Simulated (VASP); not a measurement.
Ta: single point with r2SCAN

The system is Ta.

```xyz
2
Lattice="2.9004 0.0000 0.0000 -1.4502 2.5118 0.0000 0.0000 0.0000 5.1663" Properties=species:S:1:pos:R:3 pbc="T T T"
Ta    1.4502    0.8373    3.8747
Ta    0.0000    1.6745    1.2916
```

This isn't the form of Ta at room conditions, which is bcc.

* Program: VASP 6.6.1
* Task: single point
* Functional: r2SCAN
* Potentials or basis: VASP PAW PBE potentials, release 64 (Ta_pv)
* Cutoff: 520 eV
* k mesh: 13 × 13 × 7
* Occupations: fermi-dirac, width 0.05 eV
* Spin: no spin polarisation
* Dipole correction: no
* Further INCAR settings: ALGO = Normal; EDIFF = 1e-06; NBANDS = 18

The pressure is -2.7 GPa and the band gap on the k mesh is zero (bands 11 and 12 overlap by 1.68 eV).

Stress tensor (GPa, compression positive):
```
-2.26  0.00  0.00
 0.00 -2.26  0.00
 0.00  0.00 -3.62
```

Levels at points of the mesh, in eV from the Fermi level:
| k point | band 7 | band 8 | band 9 | band 10 | band 11 | band 12 | band 13 | band 14 | band 15 | band 16 |
| --- | --- | --- | --- | --- | --- | --- | --- | --- | --- | --- |
| (0.00, 0.00, 0.00) | -8.59 | -5.13 | -0.57 | -0.34 | 0.72 | 0.72 | 1.30 | 1.30 | 3.28 | 3.28 |

Wall time 4.1 min on 1 thread of Intel Xeon 8259CL, on a shared host, peak memory 0.2 GiB.

Caveat: the PAW data sets were made with another functional, which shifts forces and pressure a little; spin-orbit coupling is left out, which moves the levels of the heavy elements.
